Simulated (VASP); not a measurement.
## Cd: single point with BLYP

Crystal: Cd.

```
Cd
1.0
     5.69027    0.00000    0.00000
    -2.84514    4.92792    0.00000
     0.00000    0.00000    3.29162
Cd
3
Direct
  0.00000 0.00000 0.00000
  0.33333 0.66667 0.50000
  0.66667 0.33333 0.50000
```

This isn't the form of Cd at room conditions, which is hcp.

```
Program             : VASP 6.6.1
Task                : single point
Functional          : BLYP
Potentials or basis : VASP PAW PBE potentials, release 64 (Cd)
Cutoff              : 520 eV
k mesh              : 8 × 8 × 11
Occupations         : fermi-dirac, width 0.1 eV
Spin                : no spin polarisation
```

| Quantity | Value |
| --- | --- |
| Pressure | -0.6 GPa |
| Band gap on the k mesh | zero (bands 18 and 19 overlap by 3.10 eV) |

Levels at points of the mesh, in eV from the Fermi level:
| k point | band 16 | band 17 | band 18 | band 19 | band 20 | band 21 |
| --- | --- | --- | --- | --- | --- | --- |
| (0.00, 0.00, 0.00) | -6.53 | -0.77 | -0.64 | 1.09 | 1.09 | 1.15 |
| (0.50, 0.00, 0.00) | -4.81 | -4.79 | -1.66 | -0.89 | 4.87 | 4.92 |

Wall time 50 s on 1 thread of Intel(R) Xeon(R) 6975P-C (Granite Rapids), on a shared host, peak memory 0.25 GiB.

Caveat: the PAW data sets were made with another functional, which shifts forces and pressure a little.
